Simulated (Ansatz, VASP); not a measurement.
**One calculation of K2H, two programs**

Contents of INCAR:

```
SYSTEM = K2H
ALGO = Normal
EDIFF = 1E-6
EDIFFG = -0.04
ENCUT = 600
GGA = PE
IBRION = 2
ISIF = 3
ISMEAR = 0
LASPH = .True.
LCHARG = .False.
LREAL = .False.
LWAVE = .False.
NELM = 80
NSW = 90
PREC = Accurate
SIGMA = 0.1
```

The input KPOINTS:

```
k-points
0
Gamma
  4 4 4
  0 0 0
```

Contents of POSCAR:

```
K2H
1.0
    0.0000000000      4.2802187600      4.2802187600
    4.2802187600      0.0000000000      4.2802187600
    4.2802187600      4.2802187600      0.0000000000
K H
4 2
Direct
    0.6250000000      0.6250000000      0.6250000000
    0.1250000000      0.6250000000      0.6250000000
    0.6250000000      0.6250000000      0.1250000000
    0.6250000000      0.1250000000      0.6250000000
    0.0000000000      0.0000000000      0.0000000000
    0.2500000000      0.2500000000      0.2500000000
```

Input for Ansatz:

```yaml
crystal:
  lattice:
    - [0.0, 4.28021876, 4.28021876]
    - [4.28021876, 0.0, 4.28021876]
    - [4.28021876, 4.28021876, 0.0]
  atoms:
    - { symbol: K, position: [0.625, 0.625, 0.625] }
    - { symbol: K, position: [0.125, 0.625, 0.625] }
    - { symbol: K, position: [0.625, 0.625, 0.125] }
    - { symbol: K, position: [0.625, 0.125, 0.625] }
    - { symbol: H, position: [0.0, 0.0, 0.0] }
    - { symbol: H, position: [0.25, 0.25, 0.25] }
basis:
  ecutwfc: 420
kpoints:
  mp_grid: { grid: [4, 4, 4] }
hamiltonian:
  xc: pbe
scf:
  occupations: { method: gaussian, width: 0.1 }
  lower_state_search: "off"
output:
  forces: true
  stress: true
  eigenvalues: true
relax:
  adjacent_minimum: "off"
  f_tol: 0.04
  max_steps: 70
  cell: { stress_tol: 0.4 }
```

Change from the starting cell: species swapped into the Ti2Co type (Fd-3m, No. 227).

Alike in both runs: task relaxation of cell and atoms; functional PBE; k mesh 4 × 4 × 4; occupations gaussian, width 0.1 eV; no spin polarisation.

```csv
,VASP,Ansatz
version,VASP 6.6.1,Ansatz 0.2.0
potentials or method,"VASP PAW PBE potentials, release 64 (K_sv, H), cutoff 600 eV","scalar-relativistic, plane waves, PAW"
valence electrons in the cell,38,38
```

|  | VASP | Ansatz | Ansatz less VASP |
| --- | --- | --- | --- |
| gap on the k mesh at the Fermi level, each at its own relaxed structure (eV) | none | none | - |
| relaxed volume (Å³/atom) | 50.16 | 50.73 | +0.570 |
| relaxed cell length with the largest relative difference (Å) | 7.522 | 7.551 | +0.0284 |

A gap of «none» marks a metal or a gap that the smearing closes.

Noted on VASP's run: the volume moved by over 15 % at a fixed basis, so the end points are rough.
